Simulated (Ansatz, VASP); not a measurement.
## ZnRhSe3 in VASP and in Ansatz

```xyz
5
Lattice="4.9004 0.0000 0.0000 0.0000 4.9004 0.0000 0.0000 0.0000 4.9004" Properties=species:S:1:pos:R:3 pbc="T T T"
Zn    0.0000    0.0000    0.0000
Rh    2.4502    2.4502    2.4502
Se    0.0000    2.4502    2.4502
Se    2.4502    0.0000    2.4502
Se    2.4502    2.4502    0.0000
```

Alike in both runs: functional PBE; k mesh 8 × 8 × 8; occupations gaussian, width 0.1 eV; no spin polarisation.

Ansatz relaxed the structure, and its values are those at the end. VASP's run is a single point on that final structure, the one shown.

```csv
,VASP,Ansatz
version,VASP 6.6.1,Ansatz 0.2.0
potentials or method,"VASP PAW PBE potentials, release 64 (Zn, Rh_pv, Se), cutoff 520 eV","scalar-relativistic, plane waves, PAW"
valence electrons in the cell,45,77
```

```tsv
	VASP	Ansatz	Ansatz less VASP
gap on the k mesh at the Fermi level (eV)	none	none	-
pressure (GPa)	0.0	0.0	-0.04
```

A gap of «none» marks a metal or a gap that the smearing closes. With one functional, cell and mesh, what is left measures potentials, basis and numerics. VASP's potentials hold 45 valence electrons a cell and Ansatz's 77, so a difference there can come from the potentials and not from the codes.
